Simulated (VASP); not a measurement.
Crystal: C.

```
C
1.0
     2.08389   -1.20321    0.00000
     2.08389    1.20321    0.00000
    -1.35092    0.00000    3.43132
C
2
Direct
  0.16664 0.16664 0.99991
  0.83336 0.83336 0.00009
```

This cell differs from its parent crystal: volume scaled by 0.94.

Program: VASP 6.6.1. Alike in all runs: task single point; no spin polarisation; cell as given; k mesh 13 × 13 × 8; cutoff (eV) 520; smearing fermi-dirac 0.05 eV.

Question: Order these runs on this cell by their pressure, lowest first.
A. level LDA; potentials or basis VASP PAW LDA potentials, release 64 (C)
B. level PBEsol; potentials or basis VASP PAW PBE potentials, release 64 (C)
C. level PBE; potentials or basis VASP PAW PBE potentials, release 64 (C)

Answer: A (15.0 GPa), B (20.4 GPa), C (23.3 GPa).

Caveats: this functional lacks dispersion, which binds the layers, so the pressure and a relaxed spacing across them are unreliable (some runs); the PAW data sets were made with another functional, which shifts forces and pressure a little (some runs).
